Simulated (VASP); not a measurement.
Runs of VASP 6.6.1 on BaTe. The structure is that of space group Pm-3m (No. 221), or close to it. The cells are those of the table. 

```csv
level,potentials or basis,cell,gap on the mesh (eV),pressure (GPa)
LDA,"VASP PAW LDA potentials, release 64 (Ba_sv, Te)","a = 6.001, b = 6.001, c = 4.244 Å, 4 atoms",(a),-2.5
PBE,"VASP PAW PBE potentials, release 64 (Ba_sv, Te)","a = 5.961, b = 5.961, c = 4.215 Å, 4 atoms",0.71,(c)
PBE,"VASP PAW PBE potentials, release 64 (Ba_sv, Te)","a = 5.889, b = 5.889, c = 4.164 Å, 4 atoms",(b),2.6
RPBE,"VASP PAW PBE potentials, release 64 (Ba_sv, Te)","a = 6.001, b = 6.001, c = 4.244 Å, 4 atoms",0.85,1.8
PBE,"VASP PAW PBE potentials, release 64 (Ba_sv, Te)","a = 5.920, b = 5.920, c = 4.186 Å, 4 atoms",0.66,2.0
```

Alike in all rows: task single point; no spin polarisation; k mesh 6 × 6 × 8; cutoff (eV) 520; smearing gaussian 0.05 eV.

Question: Estimate the missing entries.

Answer: (a) 0.64; (b) 0.61; (c) 1.2.

Caveats: spin-orbit coupling is left out, which moves the levels of the heavy elements; semilocal functionals underestimate gaps, and a narrow one can read as zero (at least some runs); the PAW data sets were made with another functional, which shifts forces and pressure a little (at least some runs).

A k mesh can miss the band edges, and the runs leave out spin-orbit coupling on Ba, Te.
